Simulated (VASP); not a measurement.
A run of VASP 6.6.1:

Contents of INCAR:

```
SYSTEM = Mo
  PREC = Accurate
  ENCUT = 520
  EDIFF = 1E-6
  ISMEAR = -1
  SIGMA = 0.1
  LREAL = .False.
  LASPH = .True.
  NELM = 60
  ALGO = Normal
  ISIF = 2
  LWAVE = .False.
  LCHARG = .False.
  GGA = PE
  NBANDS = 28
```

File KPOINTS:

```
Automatic mesh
0
Gamma
  10 10 13
  0 0 0
```

POSCAR

```
Mo
1.0
    0.0000000000      3.1608399294     -3.1608399294
   -3.1608399294      0.0000000000      3.1608399294
    1.5804199647      1.5804199647      1.5804199647
Mo
3
Direct
    0.0000000000      0.0000000000      0.0000000000
    0.3333333330      0.6666666670      0.3333333330
    0.6666666670      0.3333333330      0.6666666670
```

Potentials or basis: VASP PAW PBE potentials, release 64 (Mo_sv).

Run with:

```console
$ cat potpaw_PBE.64/Mo_sv/POTCAR > POTCAR
$ mpirun -np 1 vasp_std > vasp.out
```

Hardware: 1 thread of Intel Xeon 8259CL (shared host).

Q: How long does it take, and how much memory?

A: It took 2.9 min on 1 thread of Intel Xeon 8259CL (shared host), peak memory 0.27 GiB. Counts: scf iterations 11, k points 146.
